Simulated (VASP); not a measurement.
Runs of VASP 6.6.1 on Sc. The structure is that of space group P6_3/mmc (No. 194), or close to it. The cells are those of the table. 

```tsv
task	cell	gap on the mesh (eV)	pressure (GPa)
electric field gradients	a = 3.264, b = 3.264, c = 5.197 Å, angles 90.0, 90.0, 120.0°, 2 atoms	none	-3.3
single point	a = 3.375, b = 3.375, c = 5.268 Å, angles 90.0, 90.0, 120.0°, 2 atoms	none	-6.9
single point	a = 3.342, b = 3.342, c = 5.268 Å, angles 90.0, 90.0, 120.0°, 2 atoms	none	(b)
electric field gradients	a = 3.352, b = 3.352, c = 5.337 Å, angles 90.0, 90.0, 120.0°, 2 atoms	none	-6.8
electric field gradients	a = 3.320, b = 3.320, c = 5.286 Å, angles 90.0, 90.0, 120.0°, 2 atoms	none	(a)
```

Alike in all rows: level LDA; potentials or basis VASP PAW LDA potentials, release 64 (Sc_sv); no spin polarisation; k mesh 13 × 13 × 7; cutoff (eV) 520; smearing fermi-dirac 0.03 eV.

Question: Estimate the missing entries.

Answer: (a) -5.7; (b) -6.1.

A gap of «none» marks levels without a gap at the run's occupations.
